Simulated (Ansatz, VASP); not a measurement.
## One calculation of ZrGe2Pd3, two programs

```
CELL_PARAMETERS angstrom
4.47335 0.00000 0.00000
-2.23667 3.87403 0.00000
0.00000 0.00000 9.93318
ATOMIC_POSITIONS crystal
Zr 0.00000 0.00000 0.50000
Ge 0.33333 0.66667 0.00000
Ge 0.66667 0.33333 0.00000
Pd 0.00000 0.00000 0.73339
Pd 0.00000 0.00000 0.26661
Pd 0.00000 0.00000 0.00000
```

Alike in both runs: functional PBE; k mesh 5 × 5 × 2; occupations gaussian, width 0.2 eV; no spin polarisation.

Ansatz relaxed the structure, and its values are those at the end. VASP's run is a single point on that final structure, the one shown.

|  | VASP | Ansatz |
| --- | --- | --- |
| version | VASP 6.6.1 | Ansatz 0.2.0 |
| potentials or method | VASP PAW PBE potentials, release 64 (Zr_sv, Ge_d, Pd_sv_GW), cutoff 630 eV | scalar-relativistic, plane waves, PAW |
| valence electrons in the cell | 94 | 94 |

```csv
,VASP,Ansatz,Ansatz less VASP
gap on the k mesh at the Fermi level (eV),none,none,-
pressure (GPa),0.2,0.2,+0.04
rms of the force components (eV/Å),0.006,0.007,+0.0003
```

A gap of «none» marks a metal or a gap that the smearing closes.
